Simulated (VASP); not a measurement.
InSe: single point with PBE+D3(BJ)

The system is InSe.

```
In Se
1.0
     4.03186    0.00000    0.00000
    -2.01593    3.49170    0.00000
     0.00000    0.00000   16.76584
In Se
4 4
Direct
  0.33333 0.66667 0.16669
  0.66667 0.33333 0.66669
  0.33333 0.66667 0.33331
  0.66667 0.33333 0.83331
  0.33333 0.66667 0.58993
  0.66667 0.33333 0.08993
  0.33333 0.66667 0.91007
  0.66667 0.33333 0.41007
```

* Program: VASP 6.6.1
* Task: single point
* Functional: PBE
* Dispersion: D3(BJ)
* Potentials or basis: VASP PAW PBE potentials, release 64 (In_d, Se)
* Cutoff: 520 eV
* k mesh: 12 × 12 × 2
* Occupations: gaussian, width 0.01 eV
* Spin: no spin polarisation

```json
{
 "Pressure": "0.0 GPa",
 "Largest force": "0.015 eV/Å",
 "Band gap on the k mesh": "0.36 eV",
 "Dispersion energy per atom": "-0.297 eV"
}
```

Forces in eV/Å, atoms in the order of the input:
```
In   0.000  0.000  0.014
In   0.000  0.000  0.014
In   0.000  0.000 -0.014
In   0.000  0.000 -0.014
Se   0.000  0.000 -0.015
Se   0.000  0.000 -0.015
Se   0.000  0.000  0.015
Se   0.000  0.000  0.015
```

Levels at points of the mesh, in eV from the valence-band top:
| k point | band 35 | band 36 | band 37 | band 38 | band 39 | band 40 | band 41 | band 42 |
| --- | --- | --- | --- | --- | --- | --- | --- | --- |
| (0.00, 0.00, 0.00) | -1.17 | -1.10 | -1.10 | 0.00 | 0.36 | 1.73 | 2.12 | 2.12 |
| (0.50, 0.00, 0.00) | -2.08 | -2.07 | -1.97 | -1.35 | 1.12 | 1.21 | 1.93 | 1.94 |
| (0.00, 0.00, 0.50) | -1.13 | -1.13 | -0.92 | -0.92 | 1.22 | 1.22 | 2.13 | 2.13 |
| (0.50, 0.00, 0.50) | -2.05 | -2.05 | -1.71 | -1.71 | 1.46 | 1.46 | 1.59 | 1.59 |

Wall time 3.8 min on 1 thread of Intel(R) Xeon(R) 6975P-C (Granite Rapids) (shared host), peak memory 0.54 GiB.

Caveat: spin-orbit coupling is left out, which moves the levels of the heavy elements.
